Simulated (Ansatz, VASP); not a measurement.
# In in VASP and in Ansatz

```xyz
4
Lattice="2.6153 -2.1337 0.0000 2.6153 2.1337 0.0000 0.0000 0.0000 9.4113" Properties=species:S:1:pos:R:3 pbc="T T T"
In    2.6153   -1.0684    1.1763
In    2.6153   -1.0654    5.8820
In    2.6153    1.0684    8.2350
In    2.6153    1.0654    3.5293
```

Alike in both runs: functional r2SCAN; k mesh 6 × 6 × 2; occupations gaussian, width 0.1 eV; no spin polarisation.

Ansatz relaxed the structure, and its values are those at the end. VASP's run is a single point on that final structure, the one shown.

|  | VASP | Ansatz |
| --- | --- | --- |
| version | VASP 6.6.1 | Ansatz 0.2.0 |
| potentials or method | VASP PAW PBE potentials, release 64 (In_d), cutoff 520 eV | scalar-relativistic, plane waves, PAW |
| valence electrons in the cell | 52 | 52 |

```tsv
	VASP	Ansatz	Ansatz less VASP
gap on the k mesh at the Fermi level (eV)	none	none	-
pressure (GPa)	0.0	0.0	-0.01
```

VASP's potentials were made for PBE, not for r2SCAN. A gap of «none» marks a metal or a gap that the smearing closes. The functional is the same, so the differences come from potentials, cutoffs and numerics.
